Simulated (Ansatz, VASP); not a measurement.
## Zn2Cl3 in VASP and in Ansatz

```xyz
5
Lattice="5.1359 0.0000 0.0000 -2.5679 4.4478 0.0000 0.0000 0.0000 4.8137" Properties=species:S:1:pos:R:3 pbc="T T T"
Zn    0.0000    2.9652    0.9146
Zn    2.5679    1.4826    3.8991
Cl    0.0000    0.0000    0.0000
Cl    0.0000    2.9652    3.2994
Cl    2.5679    1.4826    1.5144
```

Alike in both runs: functional PBE; k mesh 12 × 12 × 8; occupations gaussian, width 0.1 eV; no spin polarisation.

Ansatz relaxed the structure, and its values are those at the end. VASP's run is a single point on that final structure, the one shown.

|  | VASP | Ansatz |
| --- | --- | --- |
| version | VASP 6.6.1 | Ansatz 0.2.0 |
| potentials or method | VASP PAW PBE potentials, release 64 (Zn, Cl), cutoff 520 eV | scalar-relativistic, plane waves, PAW |
| valence electrons in the cell | 45 | 45 |

Ansatz gave:

| Item | Value |
| --- | --- |
| gap on the k mesh at the Fermi level (eV) | none |
| pressure (GPa) | 0.0 |

**Question.** Estimate VASP's values.

**Answer.** gap on the k mesh at the Fermi level (eV): none; pressure (GPa): 0.1.

A gap of «none» marks a metal or a gap that the smearing closes.
